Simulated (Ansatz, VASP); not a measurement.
**Cu in VASP and in Ansatz**

Contents of INCAR:

```
SYSTEM = Cu
PREC = Accurate
ENCUT = 520
EDIFF = 1E-6
ISMEAR = 0
SIGMA = 0.023
LREAL = .False.
LASPH = .True.
NELM = 60
ALGO = Normal
ISIF = 2
LWAVE = .False.
LCHARG = .True.
GGA = PE
LELF = .True.
LVHAR = .True.
NBANDS = 12
```

The input KPOINTS:

```
Automatic mesh
0
Gamma
  13 13 13
  0 0 0
```

Contents of POSCAR:

```
Cu
1.0
   -1.4427933200      1.4427933200      1.3760814500
    1.4427933200     -1.4427933200      1.3760814500
    1.4427933200      1.4427933200     -1.3760814500
Cu
1
Direct
    0.0000000000      0.0000000000      0.0000000000
```

Contents of input.yaml:

```yaml
crystal:
  lattice:
    - [-1.44279332, 1.44279332, 1.37608145]
    - [1.44279332, -1.44279332, 1.37608145]
    - [1.44279332, 1.44279332, -1.37608145]
  atoms:
    - { symbol: Cu, position: [0.0, 0.0, 0.0] }
hamiltonian:
  xc: pbe
  pseudopotentials: { kind: paw }
kpoints:
  mp_grid: { grid: [13, 13, 13] }
scf:
  occupations: { method: gaussian, width: 0.023 }
output:
  forces: true
  stress: true
  eigenvalues: true
  write_density: true
  write_potential: true
  elf: true
  volumetric_format: npy
```

Alike in both runs: task single point; functional PBE; k mesh 13 × 13 × 13; occupations gaussian, width 0.023 eV; no spin polarisation.

|  | VASP | Ansatz |
| --- | --- | --- |
| version | VASP 6.6.1 | Ansatz 0.2.0 |
| potentials or method | VASP PAW PBE potentials, release 64 (Cu) | Ansatz PAW |
| plane-wave cutoff (eV) | 520 | 420 |
| valence electrons in the cell | 11 | 19 |

VASP gave:

```
gap on the k mesh at the Fermi level (eV)                     : none
pressure (GPa)                                                : 7.8
traceless stress, the component that is largest in VASP (GPa) : -0.03
```

Task: Which values does Ansatz return?

Result: gap on the k mesh at the Fermi level (eV): none; pressure (GPa): 7.2; traceless stress, the component that is largest in VASP (GPa): 0.19.

A gap of «none» marks a metal or a gap that the smearing closes. With one functional, cell and mesh, what is left measures potentials, basis and numerics. VASP's potentials hold 11 valence electrons a cell and Ansatz's 19, so a difference there can come from the potentials and not from the codes.
